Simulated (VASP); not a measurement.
# TiO2 in VASP: notebook

TiO2 is run at these levels: PBE+U; tasks: single point.

Everything below comes from runs of VASP 6.6.1. Logs are shortened: lines on timing, memory, paths and dates and some standing lists are left out, and cuts for length are marked.

**1. The cell of the first run**

The typed cell holds 6 atoms: a = 3.878 Å, b = 3.878 Å, c = 5.673 Å, α = 109.98°, β = 109.98°, γ = 90.00°.

**2. Single point, PBE+U (atoms shifted along a free coordinate)**

Contents of INCAR:

```
  PREC = Accurate
  ENCUT = 520
  EDIFF = 1E-6
  ISMEAR = 0
  SIGMA = 0.05
  LREAL = False
  LASPH = True
  NELM = 150
  ALGO = Normal
  ISIF = 2
  LWAVE = False
  LCHARG = False
  LMAXMIX = 4
  LDAU = True
  LDAUTYPE = 2
  LDAUL = 2 -1
  LDAUU = 4 0
  LDAUJ = 0 0
  LDAUPRINT = 1
  GGA = PE
  NBANDS = 33
```

Contents of KPOINTS:

```
Automatic mesh
0
Gamma
  6 6 6
```

Contents of POSCAR:

```
TiO2
1.0
    2.7418066933     -2.7418828846     -0.0204594682
    2.7418066933      2.7418828846     -0.0204594682
   -2.7046110895      0.0000000000      4.9872511229
Ti O
2 4
Direct
    0.1250069486      0.8749930514      0.2500000000
    0.8749930514      0.1250069486      0.7500000000
    0.3179523568      0.0679756321      0.6359144355
    0.6820476432      0.9320243679      0.3640855645
    0.9320243679      0.6820476432      0.8640855645
    0.0679756321      0.3179523568      0.1359144355
```

Potentials or basis: VASP PAW PBE potentials, release 64 (Ti_sv, O).

Launch:

```
cat potpaw_PBE.64/Ti_sv/POTCAR potpaw_PBE.64/O/POTCAR > POTCAR
mpirun -np 1 vasp_std > vasp.out
```

OUTCAR:

```text
PREC = Accurate
   ENCUT = 520
   EDIFF = 1E-6
   ISMEAR = 0
   LREAL = False
   LASPH = True
   NELM = 150
   ISIF = 2
   GGA = PE

 ion  position               nearest neighbor table
   1  0.125  0.875  0.250-   3 1.92   5 1.92   4 2.02   6 2.02   4 2.02   6 2.02
   2  0.875  0.125  0.750-   4 1.92   6 1.92   5 2.02   3 2.02   5 2.02   3 2.02
   3  0.318  0.068  0.636-   1 1.92   2 2.02   2 2.02
   4  0.682  0.932  0.364-   2 1.92   1 2.02   1 2.02
   5  0.932  0.682  0.864-   1 1.92   2 2.02   2 2.02
   6  0.068  0.318  0.136-   2 1.92   1 2.02   1 2.02

  LATTYP: Found a base centered monoclinic cell.
 ALAT       =     5.4837660538
 B/A-ratio  =     0.9999999481
 C/A-ratio  =     1.0345830160
 COS(beta)  =    -0.4832630161

  Lattice vectors:

 A1 = (   2.7418066933,  -2.7418828846,  -0.0204594682)
 A2 = (   2.7418066933,   2.7418828846,  -0.0204594682)
 A3 = (  -2.7046110895,   0.0000000000,   4.9872511229)

Analysis of symmetry for initial positions (statically):
=====================================================================
 Subroutine PRICEL returns:
 Original cell was already a primitive cell.

 Routine SETGRP: Setting up the symmetry group for a
 base centered monoclinic supercell.

 Subroutine GETGRP returns: Found  4 space group operations
 (whereof  2 operations were pure point group operations)
 out of a pool of  4 trial point group operations.

The static configuration has the point symmetry S_2 .
 The point group associated with its full space group is C_2h.

Analysis of symmetry for dynamics (positions and initial velocities):
=====================================================================
 Subroutine PRICEL returns:
 Original cell was already a primitive cell.

 Routine SETGRP: Setting up the symmetry group for a
 base centered monoclinic supercell.

 Subroutine GETGRP returns: Found  4 space group operations
 (whereof  2 operations were pure point group operations)
 out of a pool of  4 trial point group operations.

The dynamic configuration has the point symmetry S_2 .
 The point group associated with its full space group is C_2h.

 Subroutine INISYM returns: Found  4 space group operations
 (whereof  2 operations are pure point group operations),
 and found     1 'primitive' translations

----------------------------------------------------------------------------------------

                                     Primitive cell

  volume of cell :      74.6820

  direct lattice vectors                    reciprocal lattice vectors
     2.741806693 -2.741882885 -0.020459468     0.183102468 -0.182356439  0.099297379
     2.741806693  2.741882885 -0.020459468     0.183102468  0.182356439  0.099297379
    -2.704611090  0.000000000  4.987251123     0.001502302  0.000000000  0.201325965

  length of vectors
     3.877608062  3.877608062  5.673411223     0.276839943  0.276839943  0.201331570

  position of ions in fractional coordinates (direct lattice)
     0.125006949  0.874993051  0.250000000
     0.874993051  0.125006949  0.750000000
     0.317952357  0.067975632  0.635914435
     0.682047643  0.932024368  0.364085565
     0.932024368  0.682047643  0.864085565
     0.067975632  0.317952357  0.135914435

  ion indices of the primitive-cell ions
   primitive index   ion index
                 1           1
                 2           2
                 3           3
                 4           4
                 5           5
                 6           6

----------------------------------------------------------------------------------------

 KPOINTS: Automatic mesh

Automatic generation of k-mesh.
 Grid dimensions read from file:
 generate k-points for:    6    6    6

 Generating k-lattice:

  Cartesian coordinates                     Fractional coordinates (reciprocal lattice)
     0.030517078 -0.030392740  0.016549563     0.166666667  0.000000000 -0.000000000
     0.030517078  0.030392740  0.016549563     0.000000000  0.166666667 -0.000000000
     0.000250384  0.000000000  0.033554327    -0.000000000 -0.000000000  0.166666667

  Length of vectors
     0.046139991  0.046139991  0.033555262

  Shift w.r.t. Gamma in fractional coordinates (k-lattice)
[... 60 lines left out ...]
   POTIM  = 0.5000    time-step for ionic-motion
   TEBEG  =    0.0;   TEEND  =   0.0 temperature during run
   PSTRESS=    0.0 pullay stress
   NELECT =      48.0000    total number of electrons
   NUPDOWN=      -1.0000    fix difference up-down
   EMIN   =  10.00;   EMAX   =-10.00  energy-range for DOS
   EFERMI =   0.00;   METHOD = LEGACY
   ISMEAR =     0;   SIGMA  =   0.05  broadening in eV -4-tet -1-fermi 0-gaus
   EFERMI_NEDOS =   21; number of points for ismear=-14 and -15
   IALGO  =     38    algorithm
   IMIX   =      4    mixing-type and parameters
     AMIX     =   0.40;   BMIX     =  1.00
     AMIX_MAG =   1.60;   BMIX_MAG =  1.00
  volume/ion in A,a.u.               =      12.45        84.00
  Fermi-wavevector in a.u.,A,eV,Ry     =   1.412808  2.669821 27.157603  1.996028
  Thomas-Fermi vector in A             =   2.534519
   LORBIT       =      0    0 simple, 1 ext, 2 COOP (PROOUT), +10 PAW based schemes
 LDA+U is selected, type is set to LDAUTYPE =  2
   angular momentum for each species LDAUL =     2   -1
   U (eV)           for each species LDAUU =   4.0  0.0
   J (eV)           for each species LDAUJ =   0.0  0.0
   GGA     = PE    functional components
   LHFCALC =     F    Hartree Fock is set to
   AEXX    =    0.0000 exact exchange contribution
   IVDW    =     0    specifies the selected vdW correction
   LEPSILON=     F    determine dielectric tensor
   LRPA    =     F    only Hartree local field effects (RPA)
 non-spin polarized calculation
 Gauss-broadening in eV      SIGMA  =   0.05
  energy-cutoff  :      520.00
  volume of cell :       74.68
 maximum number of plane-waves:      2029
 NGX is ok and might be reduce to    30
   NGX = 15   NGY = 15   NGZ = 21

atom =   1  type =  1  l = 2

 onsite density matrix

spin component  1

  0.2178 -0.0008  0.0000  0.0000  0.0000
 -0.0008  0.1064 -0.0000 -0.0000  0.0000
  0.0000 -0.0000  0.2726  0.0022  0.0000
  0.0000 -0.0000  0.0022  0.1064  0.0002
  0.0000  0.0000  0.0000  0.0002  0.0842

spin component  2

  0.2178 -0.0008  0.0000  0.0000  0.0000
 -0.0008  0.1064 -0.0000 -0.0000  0.0000
  0.0000 -0.0000  0.2726  0.0022  0.0000
  0.0000 -0.0000  0.0022  0.1064  0.0002
  0.0000  0.0000  0.0000  0.0002  0.0842

 occupancies and eigenvectors

  o =  0.0842  v = -0.0000 -0.0000  0.0000 -0.0073  1.0000  0.0000  0.0000  0.0000  0.0000  0.0000      0.0000  0.0000  0.0000  0.0000  0.0000  0.0000  0.0000  0.0000  0.0000  0.0000
  o =  0.0842  v =  0.0000  0.0000  0.0000  0.0000  0.0000 -0.0000 -0.0000  0.0000 -0.0073  1.0000      0.0000  0.0000  0.0000  0.0000  0.0000  0.0000  0.0000  0.0000  0.0000  0.0000
  o =  0.1064  v =  0.0074  1.0000 -0.0000  0.0000  0.0000  0.0000  0.0000  0.0000  0.0000  0.0000      0.0000  0.0000  0.0000  0.0000  0.0000  0.0000  0.0000  0.0000  0.0000  0.0000
  o =  0.1064  v =  0.0000  0.0000  0.0000  0.0000  0.0000  0.0074  1.0000 -0.0000  0.0000  0.0000      0.0000  0.0000  0.0000  0.0000  0.0000  0.0000  0.0000  0.0000  0.0000  0.0000
  o =  0.1064  v = -0.0000 -0.0000 -0.0130  0.9999  0.0073  0.0000  0.0000  0.0000  0.0000  0.0000      0.0000  0.0000  0.0000  0.0000  0.0000  0.0000  0.0000  0.0000  0.0000  0.0000
  o =  0.1064  v =  0.0000  0.0000  0.0000  0.0000  0.0000 -0.0000 -0.0000 -0.0130  0.9999  0.0073      0.0000  0.0000  0.0000  0.0000  0.0000  0.0000  0.0000  0.0000  0.0000  0.0000
  o =  0.2178  v =  1.0000 -0.0074  0.0000  0.0000  0.0000  0.0000  0.0000  0.0000  0.0000  0.0000      0.0000  0.0000  0.0000  0.0000  0.0000  0.0000  0.0000  0.0000  0.0000  0.0000
  o =  0.2178  v =  0.0000  0.0000  0.0000  0.0000  0.0000  1.0000 -0.0074  0.0000  0.0000  0.0000      0.0000  0.0000  0.0000  0.0000  0.0000  0.0000  0.0000  0.0000  0.0000  0.0000
  o =  0.2726  v =  0.0000  0.0000 -0.9999 -0.0130 -0.0000  0.0000  0.0000  0.0000  0.0000  0.0000      0.0000  0.0000  0.0000  0.0000  0.0000  0.0000  0.0000  0.0000  0.0000  0.0000
  o =  0.2726  v =  0.0000  0.0000  0.0000  0.0000  0.0000  0.0000  0.0000 -0.9999 -0.0130 -0.0000      0.0000  0.0000  0.0000  0.0000  0.0000  0.0000  0.0000  0.0000  0.0000  0.0000

atom =   2  type =  1  l = 2

 onsite density matrix

spin component  1

  0.2178 -0.0008  0.0000  0.0000  0.0000
 -0.0008  0.1064 -0.0000 -0.0000  0.0000
  0.0000 -0.0000  0.2726  0.0022  0.0000
  0.0000 -0.0000  0.0022  0.1064  0.0002
  0.0000  0.0000  0.0000  0.0002  0.0842

spin component  2

  0.2178 -0.0008  0.0000  0.0000  0.0000
 -0.0008  0.1064 -0.0000 -0.0000  0.0000
  0.0000 -0.0000  0.2726  0.0022  0.0000
  0.0000 -0.0000  0.0022  0.1064  0.0002
  0.0000  0.0000  0.0000  0.0002  0.0842

 occupancies and eigenvectors

  o =  0.0842  v = -0.0000 -0.0000  0.0000 -0.0073  1.0000  0.0000  0.0000  0.0000  0.0000  0.0000      0.0000  0.0000  0.0000  0.0000  0.0000  0.0000  0.0000  0.0000  0.0000  0.0000
  o =  0.0842  v =  0.0000  0.0000  0.0000  0.0000  0.0000 -0.0000 -0.0000  0.0000 -0.0073  1.0000      0.0000  0.0000  0.0000  0.0000  0.0000  0.0000  0.0000  0.0000  0.0000  0.0000
  o =  0.1064  v =  0.0074  1.0000 -0.0000  0.0000  0.0000  0.0000  0.0000  0.0000  0.0000  0.0000      0.0000  0.0000  0.0000  0.0000  0.0000  0.0000  0.0000  0.0000  0.0000  0.0000
  o =  0.1064  v =  0.0000  0.0000  0.0000  0.0000  0.0000  0.0074  1.0000 -0.0000  0.0000  0.0000      0.0000  0.0000  0.0000  0.0000  0.0000  0.0000  0.0000  0.0000  0.0000  0.0000
  o =  0.1064  v = -0.0000 -0.0000 -0.0130  0.9999  0.0073  0.0000  0.0000  0.0000  0.0000  0.0000      0.0000  0.0000  0.0000  0.0000  0.0000  0.0000  0.0000  0.0000  0.0000  0.0000
  o =  0.1064  v =  0.0000  0.0000  0.0000  0.0000  0.0000 -0.0000 -0.0000 -0.0130  0.9999  0.0073      0.0000  0.0000  0.0000  0.0000  0.0000  0.0000  0.0000  0.0000  0.0000  0.0000
  o =  0.2178  v =  1.0000 -0.0074  0.0000  0.0000  0.0000  0.0000  0.0000  0.0000  0.0000  0.0000      0.0000  0.0000  0.0000  0.0000  0.0000  0.0000  0.0000  0.0000  0.0000  0.0000
  o =  0.2178  v =  0.0000  0.0000  0.0000  0.0000  0.0000  1.0000 -0.0074  0.0000  0.0000  0.0000      0.0000  0.0000  0.0000  0.0000  0.0000  0.0000  0.0000  0.0000  0.0000  0.0000
  o =  0.2726  v =  0.0000 -0.0000 -0.9999 -0.0130 -0.0000  0.0000  0.0000  0.0000  0.0000  0.0000      0.0000  0.0000  0.0000  0.0000  0.0000  0.0000  0.0000  0.0000  0.0000  0.0000
  o =  0.2726  v =  0.0000  0.0000  0.0000  0.0000  0.0000  0.0000 -0.0000 -0.9999 -0.0130 -0.0000      0.0000  0.0000  0.0000  0.0000  0.0000  0.0000  0.0000  0.0000  0.0000  0.0000

 number of electron      47.9999988 magnetization

 Free energy of the ion-electron system (eV)
  ---------------------------------------------------
  ext. energy  EPLUGINS =         0.00000000
  ---------------------------------------------------
  free energy    TOTEN  =       -48.05791543 eV

  energy without entropy =      -48.05791543  energy(sigma->0) =      -48.05791543

 E-fermi :   3.2197     XC(G=0): -10.2144

 val. band max:        2.8707087297   @ k =   0.0000   0.0000   0.5000
 cond. band min:       5.5578947713   @ k =   0.0000   0.0000   0.0000
 fundamental gap:      2.6871860415
 Fermi energy:         3.2197459748

 k-point     1 :       0.0000    0.0000    0.0000
  band No.  band energies     occupation
      1     -54.6988      2.00000
      2     -54.6601      2.00000
      3     -31.0440      2.00000
      4     -30.8561      2.00000
      5     -30.8561      2.00000
      6     -30.8065      2.00000
[... 853 lines left out ...]
     32       8.4759      0.00000
     33       8.6580      0.00000

 [... further k-points ...]

------------------------ aborting loop because EDIFF is reached ----------------------------------------

  FORCE on cell =-STRESS in cart. coord.  units (eV):
  Direction    XX          YY          ZZ          XY          YZ          ZX
  --------------------------------------------------------------------------------------
  -------------------------------------------------------------------------------------
  Total       -1.4255017     -1.4256210      7.0830643      0.0000000      0.0000000      0.0637850
  in kB      -30.5817542    -30.5843121    151.9552907      0.0000000      0.0000000      1.3684012
  external PRESSURE =      30.2630748 kB  Pullay stress =       0.0000000 kB

 VOLUME and BASIS-vectors are now :
 -----------------------------------------------------------------------------
  energy-cutoff  :      520.00
  volume of cell :       74.68
      direct lattice vectors                 reciprocal lattice vectors
     2.741806693 -2.741882885 -0.020459468     0.183102468 -0.182356439  0.099297379
     2.741806693  2.741882885 -0.020459468     0.183102468  0.182356439  0.099297379
    -2.704611090  0.000000000  4.987251123     0.001502302  0.000000000  0.201325965

 POSITION                                       TOTAL-FORCE (eV/Angst)
 -----------------------------------------------------------------------------------
      2.06565      2.05637      1.22635        -0.000000     -0.000140     -0.000000
      0.71335     -2.05637      3.71998        -0.000000      0.000140      0.000000
     -0.66176     -0.68541      3.16357         0.015671      0.000018      2.089934
      3.44076      0.68541      1.78276        -0.015671     -0.000018     -2.089934
      2.08846     -0.68541      4.27639        -0.015671      0.000018     -2.089934
      0.69054      0.68541      0.66994         0.015671     -0.000018      2.089934
 -----------------------------------------------------------------------------------
    total drift:                               -0.000000     -0.000000      0.000000

  FREE ENERGIE OF THE ION-ELECTRON SYSTEM (eV)
  ---------------------------------------------------
  free  energy   TOTEN  =       -48.0579154337 eV

  energy  without entropy=      -48.0579154337  energy(sigma->0) =      -48.05791543
```

Run time: 81 s. Hardware: 1 thread of Intel Xeon 6975P-C (Granite Rapids), shared host; peak memory 0.27 GiB.

Results:

```yaml
Free_energy: -48.0579 eV
Pressure: 3.0 GPa
Largest_force: 2.090 eV/Å
Band_gap_on_the_k_mesh: 2.69 eV (least direct gap 2.89 eV)
```

Forces on the atoms (eV/Å):
```
Ti   0.000  0.000  0.000
Ti   0.000  0.000  0.000
O    0.016  0.000  2.090
O   -0.016  0.000 -2.090
O   -0.016  0.000 -2.090
O    0.016  0.000  2.090
```

Eigenvalues of the final occupation matrices:
| site | spin | trace | eigenvalues |
| --- | --- | --- | --- |
| site 1 d | 1 | 0.79 | 0.08 0.11 0.11 0.22 0.27 |
| site 1 d | 2 | 0.79 | 0.08 0.11 0.11 0.22 0.27 |
| site 2 d | 1 | 0.79 | 0.08 0.11 0.11 0.22 0.27 |
| site 2 d | 2 | 0.79 | 0.08 0.11 0.11 0.22 0.27 |

Caveat: the cell differs from its parent crystal (atoms shifted along a free coordinate); the stress differs along the axes, from -3 to 15 GPa; forces of over 1 eV/Å act on the atoms, so gaps and moduli don't describe the material at rest. A k mesh can miss the band edges.

**3. Single point, PBE+U (atoms shifted along a free coordinate)**

Contents of INCAR:

```
SYSTEM = TiO2
ALGO = Normal ; EDIFF = 1E-7
ENCUT = 520 ; GGA = PE
ISIF = 2 ; ISMEAR = 0
LASPH = .TRUE. ; LCHARG = .FALSE.
LDAU = .TRUE. ; LDAUJ = 0 0
LDAUL = 2 -1 ; LDAUPRINT = 1
LDAUTYPE = 2 ; LDAUU = 4 0
LMAXMIX = 4 ; LREAL = .FALSE.
LWAVE = .FALSE. ; NBANDS = 33
NELM = 150 ; PREC = Accurate
SIGMA = 0.05
```

Contents of KPOINTS:

```
k-points
0
G
  6 6 6
  0 0 0
```

Contents of POSCAR:

```
TiO2
1.0
    2.6847502805     -2.6848248863     -0.0200337111
    2.6847502805      2.6848248863     -0.0200337111
   -2.6483287093      0.0000000000      4.8834674903
Ti O
2 4
Direct
    0.1250069486      0.8749930514      0.2500000000
    0.8749930514      0.1250069486      0.7500000000
    0.3363578248      0.0863811001      0.6727253715
    0.6636421752      0.9136188999      0.3272746285
    0.9136188999      0.6636421752      0.8272746285
    0.0863811001      0.3363578248      0.1727253715
```

Potentials or basis: VASP PAW PBE potentials, release 64 (Ti_sv, O).

Launch:

```
cat potpaw_PBE.64/Ti_sv/POTCAR potpaw_PBE.64/O/POTCAR > POTCAR
mpirun -np 1 vasp_std > vasp.out
```

Run time: 5.6 min. Hardware: 1 thread of Intel Xeon 8259CL, shared host; peak memory 0.22 GiB.

It converged, with:

```yaml
Free_energy: -48.4101 eV
Pressure: 5.2 GPa
Largest_force: 0.593 eV/Å
Band_gap_on_the_k_mesh: 2.51 eV (least direct gap 2.96 eV)
```

Forces on the atoms (eV/Å):
```
Ti   0.000  0.000  0.000
Ti   0.000  0.000  0.000
O   -0.004  0.000 -0.593
O    0.004  0.000  0.593
O    0.004  0.000  0.593
O   -0.004  0.000 -0.593
```

Stress tensor (GPa, compression positive):
```
 8.73  0.00 -0.08
 0.00  8.73  0.00
-0.08  0.00 -1.79
```

Levels at points of the mesh, in eV from the valence-band top:
| k point | band 22 | band 23 | band 24 | band 25 | band 26 | band 27 |
| --- | --- | --- | --- | --- | --- | --- |
| (0.00, 0.00, 0.00) | -0.89 | -0.52 | -0.52 | 2.51 | 3.19 | 4.05 |
| (0.50, 0.00, 0.00) | -1.13 | -1.00 | -0.78 | 3.60 | 3.72 | 3.76 |
| (0.50, 0.50, 0.00) | -2.20 | 0.00 | 0.00 | 3.67 | 3.67 | 4.08 |
| (0.00, 0.00, 0.50) | -1.47 | -0.24 | -0.24 | 2.84 | 2.84 | 4.06 |
| (0.50, 0.00, 0.50) | -1.13 | -1.00 | -0.78 | 3.60 | 3.72 | 3.76 |
| (0.50, 0.50, 0.50) | -2.20 | 0.00 | 0.00 | 3.67 | 3.67 | 4.08 |

Eigenvalues of the final occupation matrices:
```csv
site,spin,trace,eigenvalues
site 1 d,1,0.80,0.10 0.10 0.11 0.23 0.26
site 1 d,2,0.80,0.10 0.10 0.11 0.23 0.26
site 2 d,1,0.80,0.10 0.10 0.11 0.23 0.26
site 2 d,2,0.80,0.10 0.10 0.11 0.23 0.26
```

Caveat: the cell differs from its parent crystal (atoms shifted along a free coordinate); the stress differs along the axes, from -2 to 9 GPa.

(Continued in part 2 of 2.)
